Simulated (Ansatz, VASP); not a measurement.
Two plane-wave programs on ZnS

Contents of POSCAR:

```
ZnS
1.0
    0.0000000000      2.7753485911      2.7349308931
    2.7753485911      0.0000000000      2.7349308931
    2.7753485911      2.7753485911      0.0000000000
Zn S
1 1
Direct
    0.0000000000      0.0000000000      0.0000000000
    0.7500000000      0.7500000000      0.7500000000
```

Contents of INCAR.step1:

```
SYSTEM = ZnS
ALGO     = Normal         ! electronic algorithm
EDIFF    = 1E-4           ! SCF threshold, eV
ENCUT    = 520            ! plane-wave cutoff, eV
GGA      = PE             ! functional
ISMEAR   = 0              ! smearing method
LASPH    = .TRUE.         ! aspherical terms in the spheres
LCHARG   = .FALSE.        ! write CHGCAR
LREAL    = .FALSE.        ! projectors in reciprocal space
LWAVE    = .TRUE.         ! write WAVECAR
NBANDS   = 16             ! bands
NELM     = 60             ! most SCF steps
PREC     = Accurate       ! precision mode
SIGMA    = 0.05           ! smearing width, eV
```

The input INCAR.step2:

```
SYSTEM = ZnS
ALGO     = Normal         ! electronic algorithm
EDIFF    = 1E-6           ! SCF threshold, eV
ENCUT    = 520            ! plane-wave cutoff, eV
ISIF     = 2              ! what is computed and relaxed
ISMEAR   = 0              ! smearing method
ISTART   = 1            
LASPH    = .TRUE.         ! aspherical terms in the spheres
LCHARG   = .FALSE.        ! write CHGCAR
LMIXTAU  = .TRUE.       
LREAL    = .FALSE.        ! projectors in reciprocal space
LWAVE    = .FALSE.        ! write WAVECAR
METAGGA  = R2SCAN         ! meta-GGA
NBANDS   = 16             ! bands
NELM     = 60             ! most SCF steps
PREC     = Accurate       ! precision mode
SIGMA    = 0.05           ! smearing width, eV
```

File KPOINTS:

```
k-points
0
G
  8 8 8
  0 0 0
```

Input for Ansatz:

```yaml
crystal:
  lattice:
    - [0.0, 2.7753485911, 2.7349308931]
    - [2.7753485911, 0.0, 2.7349308931]
    - [2.7753485911, 2.7753485911, 0.0]
  atoms:
    - { symbol: Zn, position: [0.0, 0.0, 0.0] }
    - { symbol: S, position: [0.75, 0.75, 0.75] }
basis:
  ecutwfc: 500
kpoints:
  mp_grid: { grid: [8, 8, 8] }
hamiltonian:
  xc: r2scan
scf:
  occupations: { method: gaussian, width: 0.05 }
output:
  forces: true
  stress: true
  eigenvalues: true
```

Change from the starting cell: strain +0.030 along x and y, +0.015 along z, atoms carried along.

Alike in both runs: task single point; functional r2SCAN; k mesh 8 × 8 × 8; occupations gaussian, width 0.05 eV; no spin polarisation.

|  | VASP | Ansatz |
| --- | --- | --- |
| version | VASP 6.6.1 | Ansatz 0.2.0 |
| potentials or method | VASP PAW PBE potentials, release 64 (Zn, S), cutoff 520 eV | scalar-relativistic, plane waves, PAW |
| valence electrons in the cell | 18 | 18 |

```csv
,VASP,Ansatz,Ansatz less VASP
gap on the k mesh at the Fermi level (eV),2.34,2.33,-0.005
least direct gap on the mesh (eV),2.34,2.33,-0.005
pressure (GPa),-4.9,-5.0,-0.02
"traceless stress, the component that is largest in VASP (GPa)",0.40,0.43,+0.024
```

VASP's potentials were made for PBE, not for r2SCAN.
